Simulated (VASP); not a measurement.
Runs of VASP 6.6.1 on CdS. The structure is that of space group F-43m (No. 216), or close to it. The cells are those of the table. 

```csv
cell,gap on the mesh (eV),pressure (GPa),largest force (eV/Å)
"a = 4.116, b = 4.193 Å, angles 59.4, 58.8, 59.4°, 2 atoms",(a),3.8,0.28
"a = 4.115, b = 4.146 Å, angles 59.8, 59.5, 59.8°, 2 atoms",1.14,3.7,0.11
"a = 4.116, b = 4.223 Å, angles 59.1, 58.3, 59.1°, 2 atoms",1.07,3.9,0.40
"a = 4.115, b = 4.162 Å, angles 59.6, 59.3, 59.6°, 2 atoms",(d),3.7,0.17
"a = 4.116, b = 4.208 Å, angles 59.3, 58.5, 59.3°, 2 atoms",1.09,3.9,0.34
"a = 4.116, b = 4.054 Å, angles 60.5, 61.0, 60.5°, 2 atoms",1.11,3.8,0.23
"a = 4.116, b = 3.992 Å, angles 61.0, 62.0, 61.0°, 2 atoms",(c),4.0,0.46
"a = 4.115, b = 4.131 Å, angles 59.9, 59.8, 59.9°, 2 atoms",(b),3.7,0.06
```

Alike in all rows: task single point; level PBE; potentials or basis VASP PAW PBE potentials, release 64 (Cd, S); no spin polarisation; k mesh 8 × 8 × 8; cutoff (eV) 520; smearing gaussian 0.05 eV.

Problem. Fill in the values left out.

Solution. (a) 1.10; (b) 1.15; (c) 1.05; (d) 1.13.

A k mesh can miss the band edges, and the runs leave out spin-orbit coupling on Cd.
